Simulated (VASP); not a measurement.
# TaPtS4 (F-43m) in VASP: notebook

The runs below take TaPtS4 through single point, relaxation of cell and atoms, with PBE.

Program: VASP 6.6.1. These are calculated values, not measurements. Logs are shortened: lines on timing, memory, paths and dates and some standing lists are left out, and cuts for length are marked.

### Step 1. The cell of the first run

Symmetry: F-43m, No. 216, cubic system. The conventional cell has a = 7.233 Å, b = 7.233 Å, c = 7.233 Å, α = 90.00°, β = 90.00°, γ = 90.00°. Within 3.9 Å of Ta (site symmetry -43m) lie 12 S at 3.00 Å and 4 Pt at 3.13 Å. Pt (site symmetry -43m) has 12 S at 3.00 Å and 4 Ta at 3.13 Å within 4.0 Å. Within 3.4 Å of S (site symmetry 3m) lie 6 S at 2.54 to 2.57 Å and 3 Ta at 3.00 Å and 3 Pt at 3.00 Å.

### Step 2. Single point, PBE

Input file INCAR:

```
SYSTEM = TaPtS4
ALGO = Normal
EDIFF = 1E-6
ENCUT = 520
GGA = PE
ISIF = 2
ISMEAR = 0
LASPH = .True.
LCHARG = .False.
LREAL = .False.
LWAVE = .False.
NBANDS = 32
NELM = 100
PREC = Accurate
SIGMA = 0.1
```

Input file KPOINTS:

```
k-points
0
Gamma
  4 4 4
  0 0 0
```

Input file POSCAR:

```
TaPtS4
1.0
    0.0000000000      3.6164951029      3.6164951029
    3.6164951029      0.0000000000      3.6164951029
    3.6164951029      3.6164951029      0.0000000000
Ta Pt S
1 1 4
Direct
    0.0000000000      0.0000000000      0.0000000000
    0.7500000000      0.7500000000      0.7500000000
    0.3741982726      0.8774051822      0.3741982726
    0.3741982726      0.3741982726      0.8774051822
    0.3741982726      0.3741982726      0.3741982726
    0.8774051822      0.3741982726      0.3741982726
```

Potentials or basis: VASP PAW PBE potentials, release 64 (Ta_pv, Pt, S).

Started as:

```console
$ cat potpaw_PBE.64/Ta_pv/POTCAR potpaw_PBE.64/Pt/POTCAR potpaw_PBE.64/S/POTCAR > POTCAR
$ mpirun -np 1 vasp_std > vasp.out
```

OUTCAR:

```text
SYSTEM = TaPtS4
   EDIFF = 1E-6
   ENCUT = 520
   GGA = PE
   ISIF = 2
   ISMEAR = 0
   LASPH = .True.
   LREAL = .False.
   NELM = 100
   PREC = Accurate

 ion  position               nearest neighbor table
   1  0.000  0.000  0.000-   3 3.00   6 3.00   4 3.00   5 3.00   5 3.00   5 3.00   3 3.00   6 3.00
                             6 3.00   3 3.00   4 3.00   4 3.00   2 3.13   2 3.13   2 3.13   2 3.13
   2  0.750  0.750  0.750-   3 3.00   6 3.00   3 3.00   6 3.00   4 3.00   4 3.00   5 3.00   5 3.00
                             5 3.00   3 3.00   4 3.00   6 3.00   1 3.13   1 3.13   1 3.13   1 3.13
   3  0.374  0.877  0.374-   4 2.54   5 2.54   6 2.54   6 2.57   4 2.57   5 2.57   1 3.00   1 3.00
                             1 3.00   2 3.00   2 3.00   2 3.00
   4  0.374  0.374  0.877-   3 2.54   5 2.54   6 2.54   3 2.57   6 2.57   5 2.57   1 3.00   1 3.00
                             1 3.00   2 3.00   2 3.00   2 3.00
   5  0.374  0.374  0.374-   3 2.54   4 2.54   6 2.54   6 2.57   3 2.57   4 2.57   1 3.00   1 3.00
                             1 3.00   2 3.00   2 3.00   2 3.00
   6  0.877  0.374  0.374-   3 2.54   4 2.54   5 2.54   3 2.57   4 2.57   5 2.57   1 3.00   1 3.00
                             1 3.00   2 3.00   2 3.00   2 3.00

  LATTYP: Found a face centered cubic cell.
 ALAT       =     7.2329902058

  Lattice vectors:

 A1 = (   0.0000000000,   3.6164951029,   3.6164951029)
 A2 = (   3.6164951029,   0.0000000000,   3.6164951029)
 A3 = (   3.6164951029,   3.6164951029,   0.0000000000)

Analysis of symmetry for initial positions (statically):
=====================================================================
 Subroutine PRICEL returns:
 Original cell was already a primitive cell.

 Routine SETGRP: Setting up the symmetry group for a
 face centered cubic supercell.

 Subroutine GETGRP returns: Found 24 space group operations
 (whereof 24 operations were pure point group operations)
 out of a pool of 48 trial point group operations.

The static configuration has the point symmetry T_d .

Analysis of symmetry for dynamics (positions and initial velocities):
=====================================================================
 Subroutine PRICEL returns:
 Original cell was already a primitive cell.

 Routine SETGRP: Setting up the symmetry group for a
 face centered cubic supercell.

 Subroutine GETGRP returns: Found 24 space group operations
 (whereof 24 operations were pure point group operations)
 out of a pool of 48 trial point group operations.

The dynamic configuration has the point symmetry T_d .

 Subroutine INISYM returns: Found 24 space group operations
 (whereof 24 operations are pure point group operations),
 and found     1 'primitive' translations

----------------------------------------------------------------------------------------

                                     Primitive cell

  volume of cell :      94.6005

  direct lattice vectors                    reciprocal lattice vectors
     0.000000000  3.616495103  3.616495103    -0.138255406  0.138255406  0.138255406
     3.616495103  0.000000000  3.616495103     0.138255406 -0.138255406  0.138255406
     3.616495103  3.616495103  0.000000000     0.138255406  0.138255406 -0.138255406

  length of vectors
     5.114496423  5.114496423  5.114496423     0.239465388  0.239465388  0.239465388

  position of ions in fractional coordinates (direct lattice)
     0.000000000  0.000000000  0.000000000
     0.750000000  0.750000000  0.750000000
     0.374198273  0.877405182  0.374198273
     0.374198273  0.374198273  0.877405182
     0.374198273  0.374198273  0.374198273
     0.877405182  0.374198273  0.374198273

  ion indices of the primitive-cell ions
   primitive index   ion index
                 1           1
                 2           2
                 3           3
                 4           4
                 5           5
                 6           6

----------------------------------------------------------------------------------------

 KPOINTS: k-points

Automatic generation of k-mesh.
 Grid dimensions read from file:
 generate k-points for:    4    4    4

 Generating k-lattice:

  Cartesian coordinates                     Fractional coordinates (reciprocal lattice)
    -0.034563852  0.034563852  0.034563852     0.250000000  0.000000000  0.000000000
     0.034563852 -0.034563852  0.034563852     0.000000000  0.250000000  0.000000000
     0.034563852  0.034563852 -0.034563852     0.000000000  0.000000000  0.250000000

  Length of vectors
     0.059866347  0.059866347  0.059866347

  Shift w.r.t. Gamma in fractional coordinates (k-lattice)
     0.000000000  0.000000000  0.000000000

 Subroutine IBZKPT returns following result:
 ===========================================

 Found      8 irreducible k-points:

 Following reciprocal coordinates:
            Coordinates               Weight
  0.000000  0.000000  0.000000      1.000000
  0.250000  0.000000  0.000000      8.000000
  0.500000  0.000000  0.000000      4.000000
  0.250000  0.250000  0.000000      6.000000
  0.500000  0.250000  0.000000     24.000000
 -0.250000  0.250000  0.000000     12.000000
  0.500000  0.500000  0.000000      3.000000
 -0.250000  0.500000  0.250000      6.000000
   k-points           NKPTS =      8   k-points in BZ     NKDIM =      8   number of bands    NBANDS=     32
   number of dos      NEDOS =    301   number of ions     NIONS =      6
   total plane-waves  NPLWV =  64000
   dimension x,y,z NGX =    40 NGY =   40 NGZ =   40
   dimension x,y,z NGXF=    80 NGYF=   80 NGZF=   80
   ions per type =               1   1   4
   NGX,Y,Z   is equivalent  to a cutoff of  13.00, 13.00, 13.00 a.u.
   NGXF,Y,Z  is equivalent  to a cutoff of  26.00, 26.00, 26.00 a.u.
 SYSTEM =  TaPtS4
   PREC   = accura    normal or accurate (medium, high low for compatibility)
   ISTART =      0    job   : 0-new  1-cont  2-samecut
   ICHARG =      2    charge: 1-file 2-atom 10-const
   ISPIN  =      1    spin polarized calculation?
   LNONCOLLINEAR =      F non collinear calculations
   LSORBIT =      F    spin-orbit coupling
   LASPH  =      T    aspherical Exc in radial PAW
   ENCUT  =  520.0 eV  38.22 Ry    6.18 a.u.   9.51  9.51  9.51*2*pi/ulx,y,z
   NELM   =    100;   NELMIN=  2; NELMDL= -5     # of ELM steps
   EDIFF  = 0.1E-05   stopping-criterion for ELM
   LREAL  =      F    real-space projection
   EDIFFG = 0.1E-04   stopping-criterion for IOM
   NSW    =      0    number of steps for IOM
   IBRION =     -1    ionic relax: 0-MD 1-quasi-New 2-CG
   NFREE  =      0    steps in history (QN), initial steepest desc. (CG)
   ISIF   =      2    stress and relaxation
   ISYM   =      2    0-nonsym 1-usesym 2-fastsym
   POTIM  = 0.5000    time-step for ionic-motion
   TEBEG  =    0.0;   TEEND  =   0.0 temperature during run
   PSTRESS=    0.0 pullay stress
   NELECT =      45.0000    total number of electrons
   NUPDOWN=      -1.0000    fix difference up-down
   EMIN   =  10.00;   EMAX   =-10.00  energy-range for DOS
   EFERMI =   0.00;   METHOD = LEGACY
   ISMEAR =     0;   SIGMA  =   0.10  broadening in eV -4-tet -1-fermi 0-gaus
   EFERMI_NEDOS =   21; number of points for ismear=-14 and -15
   IALGO  =     38    algorithm
   IMIX   =      4    mixing-type and parameters
     AMIX     =   0.40;   BMIX     =  1.00
     AMIX_MAG =   1.60;   BMIX_MAG =  1.00
  volume/ion in A,a.u.               =      15.77       106.40
  Fermi-wavevector in a.u.,A,eV,Ry     =   1.277952  2.414979 22.220500  1.633161
  Thomas-Fermi vector in A             =   2.410522
   LORBIT       =      0    0 simple, 1 ext, 2 COOP (PROOUT), +10 PAW based schemes
   GGA     = PE    functional components
   LHFCALC =     F    Hartree Fock is set to
   AEXX    =    0.0000 exact exchange contribution
   IVDW    =     0    specifies the selected vdW correction
   LEPSILON=     F    determine dielectric tensor
   LRPA    =     F    only Hartree local field effects (RPA)
 non-spin polarized calculation
 Gauss-broadening in eV      SIGMA  =   0.10
  energy-cutoff  :      520.00
  volume of cell :       94.60
 maximum number of plane-waves:      2637
 NGX is ok and might be reduce to    40
   NGX = 19   NGY = 19   NGZ = 19

 number of electron      45.0000001 magnetization

 Free energy of the ion-electron system (eV)
  ---------------------------------------------------
  ext. energy  EPLUGINS =         0.00000000
  ---------------------------------------------------
  free energy    TOTEN  =       -27.84678476 eV

  energy without entropy =      -27.81036261  energy(sigma->0) =      -27.82857369

 E-fermi :   8.7778     XC(G=0): -11.9034

 val. band max:        8.7212534691   @ k =   0.2500   0.2500   0.0000
 cond. band min:       8.7795064475   @ k =  -0.2500   0.2500   0.0000
 fundamental gap:      0.0582529784
 Fermi energy:         8.7777983100

 k-point     1 :       0.0000    0.0000    0.0000
  band No.  band energies     occupation
      1     -27.2546      2.00000
      2     -27.2546      2.00000
      3     -27.2546      2.00000
      4      -8.8287      2.00000
      5      -3.4768      2.00000
      6      -3.4768      2.00000
[... 24 lines left out ...]
     31      11.9244      0.00000
     32      11.9244      0.00000

 k-point     2 :       0.2500    0.0000    0.0000
  band No.  band energies     occupation
      1     -27.2559      2.00000
      2     -27.2547      2.00000
      3     -27.2547      2.00000
      4      -8.4652      2.00000
      5      -4.8592      2.00000
      6      -3.6139      2.00000
[... 24 lines left out ...]
     31      11.6652      0.00000
     32      13.4157      0.00000
[... 173 lines left out ...]
     31      12.0084      0.00000
     32      15.7366      0.00000

 k-point     8 :      -0.2500    0.5000    0.2500
  band No.  band energies     occupation
      1     -27.2564      2.00000
      2     -27.2561      2.00000
      3     -27.2554      2.00000
      4      -7.1065      2.00000
      5      -6.8649      2.00000
      6      -4.0268      2.00000
[... 24 lines left out ...]
     31      12.4326      0.00000
     32      14.4584      0.00000

------------------------ aborting loop because EDIFF is reached ----------------------------------------

  FORCE on cell =-STRESS in cart. coord.  units (eV):
  Direction    XX          YY          ZZ          XY          YZ          ZX
  --------------------------------------------------------------------------------------
  -------------------------------------------------------------------------------------
  Total       -0.1055113     -0.1055113     -0.1055113      0.0000000      0.0000000      0.0000000
  in kB       -1.7869637     -1.7869637     -1.7869637      0.0000000      0.0000000      0.0000000
  external PRESSURE =      -1.7869637 kB  Pullay stress =       0.0000000 kB

 VOLUME and BASIS-vectors are now :
 -----------------------------------------------------------------------------
  energy-cutoff  :      520.00
  volume of cell :       94.60
      direct lattice vectors                 reciprocal lattice vectors
     0.000000000  3.616495103  3.616495103    -0.138255406  0.138255406  0.138255406
     3.616495103  0.000000000  3.616495103     0.138255406 -0.138255406  0.138255406
     3.616495103  3.616495103  0.000000000     0.138255406  0.138255406 -0.138255406

 POSITION                                       TOTAL-FORCE (eV/Angst)
 -----------------------------------------------------------------------------------
      0.00000      0.00000      0.00000        -0.000000     -0.000000     -0.000000
      5.42474      5.42474      5.42474        -0.000000     -0.000000     -0.000000
      4.52642      2.70657      4.52642         0.025958     -0.025958      0.025958
      4.52642      4.52642      2.70657         0.025958      0.025958     -0.025958
      2.70657      2.70657      2.70657        -0.025958     -0.025958     -0.025958
      2.70657      4.52642      4.52642        -0.025958      0.025958      0.025958
 -----------------------------------------------------------------------------------
    total drift:                               -0.000000     -0.000000     -0.000000

  FREE ENERGIE OF THE ION-ELECTRON SYSTEM (eV)
  ---------------------------------------------------
  free  energy   TOTEN  =       -27.8467847639 eV

  energy  without entropy=      -27.8103626068  energy(sigma->0) =      -27.82857369
```

Run time: 16 s. Hardware: 1 thread of Intel Xeon 6975P-C (Granite Rapids), shared host; peak memory 0.25 GiB.

What came out:

| Property | Result |
| --- | --- |
| Free energy | -27.8468 eV |
| Pressure | -0.2 GPa |
| Largest force | 0.045 eV/Å |

Forces on the atoms (eV/Å):
```
Ta   0.000  0.000  0.000
Pt   0.000  0.000  0.000
S    0.026 -0.026  0.026
S    0.026  0.026 -0.026
S   -0.026 -0.026 -0.026
S   -0.026  0.026  0.026
```

Caveat: the k points lie up to 0.38 Å⁻¹ apart; spin-orbit coupling is left out, which moves the levels of the heavy elements.

### Step 3. Relaxation of cell and atoms, PBE

This run uses another cell than the first one, of 18.27 Å³/atom, 1.159 times its volume.

Input file INCAR:

```
SYSTEM = TaPtS4
  PREC = Accurate
  ENCUT = 600
  EDIFF = 1E-6
  ISMEAR = 0
  SIGMA = 0.1
  LREAL = .FALSE.
  LASPH = .TRUE.
  NELM = 60
  ALGO = Normal
  ISIF = 3
  LWAVE = .FALSE.
  LCHARG = .FALSE.
  GGA = PE
  IBRION = 2
  NSW = 90
  EDIFFG = -0.04
```

Input file KPOINTS:

```
regular mesh
0
G
  4 4 4
  0 0 0
```

Input file POSCAR:

```
TaPtS4
1.0
    0.0000000000      3.7984614586      3.7984614586
    3.7984614586      0.0000000000      3.7984614586
    3.7984614586      3.7984614586      0.0000000000
Ta Pt S
1 1 4
Direct
    0.0000000000      0.0000000000      0.0000000000
    0.7500000000      0.7500000000      0.7500000000
    0.3750000000      0.8750000000      0.3750000000
    0.3750000000      0.3750000000      0.8750000000
    0.3750000000      0.3750000000      0.3750000000
    0.8750000000      0.3750000000      0.3750000000
```

Potentials or basis: VASP PAW PBE potentials, release 64 (Ta_pv, Pt, S).

Started as:

```console
$ cat potpaw_PBE.64/Ta_pv/POTCAR potpaw_PBE.64/Pt/POTCAR potpaw_PBE.64/S/POTCAR > POTCAR
$ mpirun -np 1 vasp_std > vasp.out
```

Wall time 90 s (1 thread of Intel Xeon 6975P-C (Granite Rapids), shared host); peak memory 0.34 GiB.

It converged, with:

| Item | Value |
| --- | --- |
| Free energy | -27.8497 eV |
| Relaxed volume | 15.78 Å³/atom |
| Relaxed cell | a = 5.115 Å, b = 5.115 Å, c = 5.115 Å, α = 60.00°, β = 60.00°, γ = 60.00° |
| Space group after relaxing (to 0.05 Å) | F-43m (No. 216) |
| Energy gained by relaxing | 104.3 meV/atom |
| Ionic steps | 5 |
| Pressure after relaxing | -0.2 GPa |

Step by step:
| step | energy change (eV) | largest force (eV/Å) | pressure (GPa) | volume (Å³) |
| --- | --- | --- | --- | --- |
| 1 | 0.0000 | 0.1348 | -11.61 | 109.61 |
| 2 | -0.5435 | 0.1441 | 5.96 | 89.93 |
| 3 | -0.6239 | 0.1362 | 0.02 | 94.49 |
| 4 | -0.6236 | 0.1366 | 0.36 | 94.20 |
| 5 | -0.6260 | 0.0292 | -0.18 | 94.65 |

Final structure:
```
CELL_PARAMETERS angstrom
0.00000 3.61716 3.61716
3.61716 0.00000 3.61716
3.61716 3.61716 0.00000
ATOMIC_POSITIONS crystal
Ta 0.00000 0.00000 0.00000
Pt 0.75000 0.75000 0.75000
S 0.37412 0.87763 0.37412
S 0.37412 0.37412 0.87763
S 0.37412 0.37412 0.37412
S 0.87763 0.37412 0.37412
```

Levels at points of the mesh, in eV from the Fermi level:
```tsv
k point	band 18	band 19	band 20	band 21	band 22	band 23	band 24	band 25	band 26	band 27
(0.00, 0.00, 0.00)	-0.98	-0.98	1.01	1.01	1.01	1.22	1.22	1.22	2.00	2.00
(0.50, 0.00, 0.00)	-1.80	-1.80	-1.15	-1.01	-1.01	0.40	0.40	1.25	1.33	1.71
(0.50, 0.50, 0.00)	-2.43	-2.43	-1.68	-1.46	-0.17	0.40	0.52	0.52	0.76	2.36
```

Caveat: spin-orbit coupling is left out, which moves the levels of the heavy elements.

[end of part 1 of 2]
